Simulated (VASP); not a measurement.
# InSe (P-6m2) in VASP: a series of runs

InSe is run at these levels: PBEsol, RPBE, revPBE, BLYP; tasks: single point.

All numbers are computed with VASP 6.6.1; they aren't measurements. Logs are shortened: lines on timing, memory, paths and dates and some standing lists are left out, and cuts for length are marked.

**1. The cell of the first run**

The structure is hexagonal, space group P-6m2 (No. 187). Conventional cell: a = 4.047 Å, b = 4.047 Å, c = 18.052 Å, α = 90.00°, β = 90.00°, γ = 120.00°. Within 3.5 Å of In (site symmetry 3m) lie 3 Se at 2.65 Å and 1 In at 2.79 Å. Within 3.5 Å of In (site symmetry 3m) lie 3 Se at 2.65 Å and 1 In at 2.79 Å. Within 3.5 Å of Se (site symmetry 3m) lie 3 In at 2.65 Å. Within 3.5 Å of Se (site symmetry 3m) lie 3 In at 2.65 Å.

**2. Single point, PBEsol**

The input, INCAR:

```
SYSTEM = InSe
PREC = Accurate ; ENCUT = 520
EDIFF = 1E-6 ; ISMEAR = -1
SIGMA = 0.05 ; LREAL = .FALSE.
LASPH = .TRUE. ; NELM = 80
ALGO = Normal ; ISIF = 2
LWAVE = .FALSE. ; LCHARG = .FALSE.
GGA = PS ; NBANDS = 48
```

The input, KPOINTS:

```
Automatic mesh
0
G
  6 6 2
  0 0 0
```

The input, POSCAR:

```
InSe
1.0
    4.0473293151      0.0000000000      0.0000000000
   -2.0236646576      3.5050900044      0.0000000000
    0.0000000000      0.0000000000     18.0520649100
In Se
4 4
Direct
    0.3333333333      0.6666666667      0.0773904900
    0.3333333333      0.6666666667      0.9226095100
    0.0000000000      0.0000000000      0.4226063200
    0.0000000000      0.0000000000      0.5773936800
    0.3333333333      0.6666666667      0.3529842800
    0.3333333333      0.6666666667      0.6470157200
    0.6666666667      0.3333333333      0.1469999300
    0.6666666667      0.3333333333      0.8530000700
```

Potentials or basis: VASP PAW PBE potentials, release 64 (In_d, Se).

Launch:

```bash
$ cat potpaw_PBE.64/In_d/POTCAR potpaw_PBE.64/Se/POTCAR > POTCAR
$ mpirun -np 1 vasp_std > vasp.out
```

OUTCAR:

```text
SYSTEM = InSe
   PREC = Accurate
   ENCUT = 520
   EDIFF = 1E-6
   ISMEAR = -1
   LREAL = .FALSE.
   LASPH = .TRUE.
   NELM = 80
   ISIF = 2
   GGA = PS

 ion  position               nearest neighbor table
   1  0.333  0.667  0.077-   7 2.65   7 2.65   7 2.65   2 2.79
   2  0.333  0.667  0.923-   8 2.65   8 2.65   8 2.65   1 2.79
   3  0.000  0.000  0.423-   5 2.65   5 2.65   5 2.65   4 2.79
   4  0.000  0.000  0.577-   6 2.65   6 2.65   6 2.65   3 2.79
   5  0.333  0.667  0.353-   3 2.65   3 2.65   3 2.65
   6  0.333  0.667  0.647-   4 2.65   4 2.65   4 2.65
   7  0.667  0.333  0.147-   1 2.65   1 2.65   1 2.65
   8  0.667  0.333  0.853-   2 2.65   2 2.65   2 2.65

  LATTYP: Found a hexagonal cell.
 ALAT       =     4.0473293151
 C/A-ratio  =     4.4602411874

  Lattice vectors:

 A1 = (   4.0473293151,   0.0000000000,   0.0000000000)
 A2 = (  -2.0236646576,   3.5050900044,   0.0000000000)
 A3 = (   0.0000000000,   0.0000000000,  18.0520649100)

Analysis of symmetry for initial positions (statically):
=====================================================================
 Subroutine PRICEL returns:
 Original cell was already a primitive cell.

 Routine SETGRP: Setting up the symmetry group for a
 hexagonal supercell.

 Subroutine GETGRP returns: Found 12 space group operations
 (whereof 12 operations were pure point group operations)
 out of a pool of 24 trial point group operations.

The static configuration has the point symmetry D_3h.

Analysis of symmetry for dynamics (positions and initial velocities):
=====================================================================
 Subroutine PRICEL returns:
 Original cell was already a primitive cell.

 Routine SETGRP: Setting up the symmetry group for a
 hexagonal supercell.

 Subroutine GETGRP returns: Found 12 space group operations
 (whereof 12 operations were pure point group operations)
 out of a pool of 24 trial point group operations.

The dynamic configuration has the point symmetry D_3h.

 Subroutine INISYM returns: Found 12 space group operations
 (whereof 12 operations are pure point group operations),
 and found     1 'primitive' translations

----------------------------------------------------------------------------------------

                                     Primitive cell

  volume of cell :     256.0912

  direct lattice vectors                    reciprocal lattice vectors
     4.047329315  0.000000000  0.000000000     0.247076510  0.142649689  0.000000000
    -2.023664658  3.505090004  0.000000000     0.000000000  0.285299379  0.000000000
     0.000000000  0.000000000 18.052064910     0.000000000  0.000000000  0.055395325

  length of vectors
     4.047329315  4.047329315 18.052064910     0.285299379  0.285299379  0.055395325

  position of ions in fractional coordinates (direct lattice)
     0.333333333  0.666666667  0.077390490
     0.333333333  0.666666667  0.922609510
     0.000000000  0.000000000  0.422606320
     0.000000000  0.000000000  0.577393680
     0.333333333  0.666666667  0.352984280
     0.333333333  0.666666667  0.647015720
     0.666666667  0.333333333  0.146999930
     0.666666667  0.333333333  0.853000070

  ion indices of the primitive-cell ions
   primitive index   ion index
                 1           1
                 2           2
                 3           3
                 4           4
                 5           5
                 6           6
                 7           7
                 8           8

----------------------------------------------------------------------------------------

 KPOINTS: Automatic mesh

Automatic generation of k-mesh.
 Grid dimensions read from file:
 generate k-points for:    6    6    2

 Generating k-lattice:

  Cartesian coordinates                     Fractional coordinates (reciprocal lattice)
     0.041179418  0.023774948  0.000000000     0.166666667 -0.000000000  0.000000000
     0.000000000  0.047549896  0.000000000     0.000000000  0.166666667  0.000000000
     0.000000000  0.000000000  0.027697662     0.000000000  0.000000000  0.500000000

  Length of vectors
     0.047549896  0.047549896  0.027697662

  Shift w.r.t. Gamma in fractional coordinates (k-lattice)
     0.000000000  0.000000000  0.000000000

 Subroutine IBZKPT returns following result:
 ===========================================

 Found     14 irreducible k-points:

 Following reciprocal coordinates:
            Coordinates               Weight
  0.000000  0.000000  0.000000      1.000000
  0.166667  0.000000  0.000000      6.000000
  0.333333  0.000000  0.000000      6.000000
  0.500000  0.000000  0.000000      3.000000
  0.166667  0.166667  0.000000      6.000000
  0.333333  0.166667  0.000000     12.000000
  0.333333  0.333333  0.000000      2.000000
  0.000000  0.000000  0.500000      1.000000
  0.166667  0.000000  0.500000      6.000000
  0.333333  0.000000  0.500000      6.000000
  0.500000  0.000000  0.500000      3.000000
  0.166667  0.166667  0.500000      6.000000
  0.333333  0.166667  0.500000     12.000000
  0.333333  0.333333  0.500000      2.000000
   k-points           NKPTS =     14   k-points in BZ     NKDIM =     14   number of bands    NBANDS=     48
   number of dos      NEDOS =    301   number of ions     NIONS =      8
   total plane-waves  NPLWV = 126000
   dimension x,y,z NGX =    30 NGY =   30 NGZ =  140
   dimension x,y,z NGXF=    60 NGYF=   60 NGZF=  280
   ions per type =               4   4
   NGX,Y,Z   is equivalent  to a cutoff of  12.32, 12.32, 12.89 a.u.
   NGXF,Y,Z  is equivalent  to a cutoff of  24.65, 24.65, 25.79 a.u.
 SYSTEM =  InSe
   PREC   = accura    normal or accurate (medium, high low for compatibility)
   ISTART =      0    job   : 0-new  1-cont  2-samecut
   ICHARG =      2    charge: 1-file 2-atom 10-const
   ISPIN  =      1    spin polarized calculation?
   LNONCOLLINEAR =      F non collinear calculations
   LSORBIT =      F    spin-orbit coupling
   LASPH  =      T    aspherical Exc in radial PAW
   ENCUT  =  520.0 eV  38.22 Ry    6.18 a.u.   7.53  7.53 33.56*2*pi/ulx,y,z
   NELM   =     80;   NELMIN=  2; NELMDL= -5     # of ELM steps
   EDIFF  = 0.1E-05   stopping-criterion for ELM
   LREAL  =      F    real-space projection
   EDIFFG = 0.1E-04   stopping-criterion for IOM
   NSW    =      0    number of steps for IOM
   IBRION =     -1    ionic relax: 0-MD 1-quasi-New 2-CG
   NFREE  =      0    steps in history (QN), initial steepest desc. (CG)
   ISIF   =      2    stress and relaxation
   ISYM   =      2    0-nonsym 1-usesym 2-fastsym
   POTIM  = 0.5000    time-step for ionic-motion
   TEBEG  =    0.0;   TEEND  =   0.0 temperature during run
   PSTRESS=    0.0 pullay stress
   NELECT =      76.0000    total number of electrons
   NUPDOWN=      -1.0000    fix difference up-down
   EMIN   =  10.00;   EMAX   =-10.00  energy-range for DOS
   EFERMI =   0.00;   METHOD = LEGACY
   ISMEAR =    -1;   SIGMA  =   0.05  broadening in eV -4-tet -1-fermi 0-gaus
   EFERMI_NEDOS =   21; number of points for ismear=-14 and -15
   IALGO  =     38    algorithm
   IMIX   =      4    mixing-type and parameters
     AMIX     =   0.40;   BMIX     =  1.00
     AMIX_MAG =   1.60;   BMIX_MAG =  1.00
  volume/ion in A,a.u.               =      32.01       216.02
  Fermi-wavevector in a.u.,A,eV,Ry     =   1.091980  2.063542 16.223849  1.192419
  Thomas-Fermi vector in A             =   2.228236
   LORBIT       =      0    0 simple, 1 ext, 2 COOP (PROOUT), +10 PAW based schemes
   GGA     = PS    functional components
   LHFCALC =     F    Hartree Fock is set to
   AEXX    =    0.0000 exact exchange contribution
   IVDW    =     0    specifies the selected vdW correction
   LEPSILON=     F    determine dielectric tensor
   LRPA    =     F    only Hartree local field effects (RPA)
 non-spin polarized calculation
  energy-cutoff  :      520.00
  volume of cell :      256.09
 maximum number of plane-waves:      6951
   NGX = 15   NGY = 15   NGZ = 67

 number of electron      76.0000024 magnetization

 Free energy of the ion-electron system (eV)
  ---------------------------------------------------
  ext. energy  EPLUGINS =         0.00000000
  ---------------------------------------------------
  free energy    TOTEN  =       -31.13549406 eV

  energy without entropy =      -31.13544529  energy(sigma->0) =      -31.13546967

 E-fermi :   3.2306     XC(G=0):  -8.5835

 val. band max:        2.9055739679   @ k =   0.0000   0.0000   0.0000
 cond. band min:       3.5348003559   @ k =   0.0000   0.0000   0.0000
 fundamental gap:      0.6292263880
 Fermi energy:         3.2305838630

 k-point     1 :       0.0000    0.0000    0.0000
  band No.  band energies     occupation
      1     -11.5570      2.00000
      2     -11.5536      2.00000
      3     -11.3662      2.00000
      4     -11.3662      2.00000
      5     -11.3629      2.00000
      6     -11.3629      2.00000
[... 40 lines left out ...]
     47       8.5722      0.00000
     48       8.5810      0.00000

 k-point     2 :       0.1667    0.0000    0.0000
  band No.  band energies     occupation
      1     -11.5624      2.00000
      2     -11.5590      2.00000
      3     -11.4453      2.00000
      4     -11.4412      2.00000
      5     -11.3875      2.00000
      6     -11.3829      2.00000
[... 40 lines left out ...]
     47       7.6207      0.00000
     48       7.7605      0.00000

 k-point     3 :       0.3333    0.0000    0.0000
  band No.  band energies     occupation
      1     -11.6337      2.00000
      2     -11.6295      2.00000
      3     -11.5271      2.00000
      4     -11.5223      2.00000
      5     -11.4932      2.00000
      6     -11.4897      2.00000
[... 550 lines left out ...]
     47       7.6577      0.00000
     48       7.6648      0.00000

 k-point    14 :       0.3333    0.3333    0.5000
  band No.  band energies     occupation
      1     -11.6810      2.00000
      2     -11.6778      2.00000
      3     -11.5900      2.00000
      4     -11.5867      2.00000
      5     -11.4916      2.00000
      6     -11.4882      2.00000
[... 40 lines left out ...]
     47       8.7289      0.00000
     48       8.7356      0.00000

------------------------ aborting loop because EDIFF is reached ----------------------------------------

  FORCE on cell =-STRESS in cart. coord.  units (eV):
  Direction    XX          YY          ZZ          XY          YZ          ZX
  --------------------------------------------------------------------------------------
  -------------------------------------------------------------------------------------
  Total       -1.3224361     -1.3224361     -0.8209780      0.0000000      0.0000000      0.0000000
  in kB       -8.2735267     -8.2735267     -5.1362659      0.0000000      0.0000000      0.0000000
  external PRESSURE =      -7.2277731 kB  Pullay stress =       0.0000000 kB

 VOLUME and BASIS-vectors are now :
 -----------------------------------------------------------------------------
  energy-cutoff  :      520.00
  volume of cell :      256.09
      direct lattice vectors                 reciprocal lattice vectors
     4.047329315  0.000000000  0.000000000     0.247076510  0.142649689  0.000000000
    -2.023664658  3.505090004  0.000000000     0.000000000  0.285299379  0.000000000
     0.000000000  0.000000000 18.052064910     0.000000000  0.000000000  0.055395325

 POSITION                                       TOTAL-FORCE (eV/Angst)
 -----------------------------------------------------------------------------------
     -0.00000      2.33673      1.39706         0.000000     -0.000000     -0.079104
     -0.00000      2.33673     16.65501        -0.000000     -0.000000      0.079104
      0.00000      0.00000      7.62892        -0.000000      0.000000      0.078705
      0.00000      0.00000     10.42315         0.000000      0.000000     -0.078705
     -0.00000      2.33673      6.37210        -0.000000     -0.000000     -0.031087
     -0.00000      2.33673     11.67997         0.000000     -0.000000      0.031087
      2.02366      1.16836      2.65365         0.000000      0.000000      0.031521
      2.02366      1.16836     15.39841        -0.000000      0.000000     -0.031521
 -----------------------------------------------------------------------------------
    total drift:                               -0.000000      0.000000     -0.000000

  FREE ENERGIE OF THE ION-ELECTRON SYSTEM (eV)
  ---------------------------------------------------
  free  energy   TOTEN  =       -31.1354940599 eV

  energy  without entropy=      -31.1354452875  energy(sigma->0) =      -31.13546967
```

Wall time 2.2 min (1 thread of Intel Xeon 6975P-C (Granite Rapids), shared host); peak memory 0.41 GiB.

What came out:

```yaml
Free_energy: -31.1355 eV
Pressure: -0.7 GPa
Largest_force: 0.079 eV/Å
Band_gap_on_the_k_mesh: 0.63 eV
```

Forces on the atoms (eV/Å):
```
In   0.000  0.000 -0.079
In   0.000  0.000  0.079
In   0.000  0.000  0.079
In   0.000  0.000 -0.079
Se   0.000  0.000 -0.031
Se   0.000  0.000  0.031
Se   0.000  0.000  0.032
Se   0.000  0.000 -0.032
```

Levels at points of the mesh, in eV from the valence-band top:
```csv
k point,band 34,band 35,band 36,band 37,band 38,band 39,band 40,band 41,band 42,band 43
"(0.00, 0.00, 0.00)",-1.00,-0.97,-0.95,-0.95,0.00,0.63,1.43,2.13,2.17,4.43
"(0.50, 0.00, 0.00)",-1.96,-1.94,-1.87,-1.46,-1.33,1.64,1.66,1.88,1.88,3.57
"(0.00, 0.00, 0.50)",-0.97,-0.97,-0.97,-0.58,-0.56,1.12,1.13,2.16,2.16,4.44
"(0.50, 0.00, 0.50)",-2.04,-1.91,-1.91,-1.39,-1.35,1.55,1.63,1.87,2.01,3.59
```

Caveat: the PAW data sets were made with another functional, which shifts forces and pressure a little; spin-orbit coupling is left out, which moves the levels of the heavy elements; this functional lacks dispersion, which binds the layers, so the pressure and a relaxed spacing across them are unreliable.

[end of part 1 of 3]
